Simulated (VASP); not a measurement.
Wanted: the native input for a VASP 6.6.1 run.

```yaml
Task: single point
Functional: PBEsol
Potentials_or_basis: VASP PAW PBE potentials, release 64 (Cu)
Cutoff: 520 eV
k_mesh: 10 × 10 × 14
Occupations: fermi-dirac, width 0.1 eV
Spin: no spin polarisation
Dipole_correction: no
Further_INCAR_settings: ALGO = Normal; EDIFF = 1e-07; NBANDS = 24
```

The structure of Cu lies in POSCAR:

```
Cu
1.0
    4.0496806958      0.0000000000      0.0000000000
   -2.0248403479      3.5071263597      0.0000000000
    0.0000000000      0.0000000000      2.4324094066
Cu
3
Direct
    0.0000000000      1.0000000000      0.0000000000
    0.3333333333      0.6666666667      0.5000000000
    0.6666666667      0.3333333333      0.5000000000
```

This isn't the form of Cu at room conditions, which is fcc.

One way to write it, as run:

INCAR

```
PREC = Accurate
ENCUT = 520
EDIFF = 1E-7
ISMEAR = -1
SIGMA = 0.1
LREAL = F
LASPH = T
NELM = 60
ALGO = Normal
ISIF = 2
LWAVE = F
LCHARG = F
GGA = PS
NBANDS = 24
```

KPOINTS

```
regular mesh
0
Gamma
  10 10 14
```

Potentials or basis: VASP PAW PBE potentials, release 64 (Cu).

Run with:

```bash
$ cat potpaw_PBE.64/Cu/POTCAR > POTCAR
$ mpirun -np 1 vasp_std > vasp.out
```

It gave:

- Pressure: 0.7 GPa
- Band gap on the k mesh: zero (an odd number of electrons rules out a gap without spin polarisation)

Caveat: the PAW data sets were made with another functional, which shifts forces and pressure a little.

It took 74 s on 1 thread of Intel(R) Xeon(R) Platinum 8259CL CPU @ 2.50GHz (Skylake/Cascade Lake) (shared host), peak memory 0.19 GiB.
